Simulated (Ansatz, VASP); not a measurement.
AlGa3As4 in VASP and in Ansatz

```
Al Ga As
1.0
     4.00092    0.00323    0.00894
     0.00323    4.09596    0.00768
     0.02527    0.02170   11.61529
Al Ga As
1 3 4
Direct
  0.99088 0.91820 0.01464
  0.54059 0.54755 0.23927
  0.02636 0.99815 0.48251
  0.48712 0.50801 0.75187
  0.46240 0.00783 0.12820
  0.99659 0.50228 0.37217
  0.49342 0.99390 0.63735
  0.00264 0.52408 0.87399
```

Change from the starting cell: cell x1, atoms moved at random (sigma 0.1 Å) and cell strained at random (1.5 %), then relaxed without symmetry.

Alike in both runs: task relaxation of cell and atoms; functional PBE; k mesh 4 × 4 × 1; occupations gaussian, width 0.1 eV; no spin polarisation.

```csv
,VASP,Ansatz
version,VASP 6.6.1,Ansatz 0.2.0
potentials or method,"VASP PAW PBE potentials, release 64 (Al, Ga_d, As), cutoff 600 eV","scalar-relativistic, plane waves, PAW"
valence electrons in the cell,62,102
```

Ansatz gave:

* gap on the k mesh at the Fermi level, each at its own relaxed structure (eV): 0.47
* relaxed volume (Å³/atom): 23.65
* relaxed length of the cell vector where the two differ most in proportion (Å): 4.085

Estimate VASP's values.

gap on the k mesh at the Fermi level, each at its own relaxed structure (eV): 0.46; relaxed volume (Å³/atom): 23.70; relaxed length of the cell vector where the two differ most in proportion (Å): 4.090.

VASP's potentials hold 62 valence electrons a cell and Ansatz's 102, so a difference there can come from the potentials and not from the codes.

The k mesh is coarse, so the values compare programs but aren't converged.
